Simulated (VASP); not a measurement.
Input of a VASP 6.6.1 run:

The input POSCAR:

```
FeCuSeO
1.0
    3.9879940000      0.0000000000      0.0000000000
    0.0000000000      3.9879940000      0.0000000000
    0.0000000000      0.0000000000      9.0206980000
Cu Se Fe O
2 2 2 2
Direct
    0.7500000000      0.2500000000      0.5000000000
    0.2500000000      0.7500000000      0.5000000000
    0.2500000000      0.2500000000      0.3442000000
    0.7500000000      0.7500000000      0.6558000000
    0.2500000000      0.7500000000      0.0000000000
    0.7500000000      0.2500000000      0.0000000000
    0.2500000000      0.2500000000      0.9256000000
    0.7500000000      0.7500000000      0.0744000000
```

Contents of INCAR.step1:

```
SYSTEM = FeCuSeO
PREC = Accurate ; ENCUT = 660
ISMEAR = 0 ; SIGMA = 0.1315
LREAL = .FALSE. ; LASPH = .TRUE.
NELM = 120 ; NBANDS = 41
GGA = PE ; ALGO = Normal
EDIFF = 1E-5 ; LWAVE = .TRUE.
LCHARG = .FALSE. ; GGA_COMPAT = .FALSE.
```

INCAR.step2

```
SYSTEM = FeCuSeO
PREC = Accurate ; ENCUT = 660
EDIFF = 1E-6 ; ISMEAR = 0
SIGMA = 0.1315 ; LREAL = .FALSE.
LASPH = .TRUE. ; NELM = 120
ALGO = Normal ; ISIF = 2
LWAVE = .FALSE. ; LCHARG = .TRUE.
METAGGA = R2SCAN ; LMIXTAU = .TRUE.
LELF = .TRUE. ; LVHAR = .TRUE.
NBANDS = 41 ; ISTART = 1
GGA_COMPAT = .FALSE.
```

KPOINTS

```
Automatic mesh
0
G
  9 9 4
  0 0 0
```

Potentials or basis: VASP PAW PBE potentials, release 64 (Cu, Se, Fe, O).

Launch:

```sh
$ cat potpaw_PBE.64/Cu/POTCAR potpaw_PBE.64/Se/POTCAR potpaw_PBE.64/Fe/POTCAR potpaw_PBE.64/O/POTCAR > POTCAR
$ cp INCAR.step1 INCAR
$ mpirun -np 1 vasp_std > vasp.out
$ cp INCAR.step2 INCAR
$ mpirun -np 1 vasp_std > vasp.out
```

Problem. Estimate the pressure.

Solution. -15.0 GPa.

Problem. Predict the largest force.

Solution. 1.893 eV/Å.

Forces in eV/Å, atoms in the order of the input:
```
Cu   0.000  0.000  0.000
Cu   0.000  0.000  0.000
Se   0.000  0.000 -0.115
Se   0.000  0.000  0.115
Fe   0.000  0.000  0.000
Fe   0.000  0.000  0.000
O    0.000  0.000  1.893
O    0.000  0.000 -1.893
```

Caveat: the stress differs along the axes, from -19 to -6 GPa; the PAW data sets were made with another functional, which shifts forces and pressure a little; the run has no spin polarisation, though such a crystal can be magnetic; semilocal functionals often make such compounds metallic where correlation or magnetic order opens a gap, which also shifts bond lengths. Spin polarisation is off, so any magnetic state and its effect on volume and gap are missing.
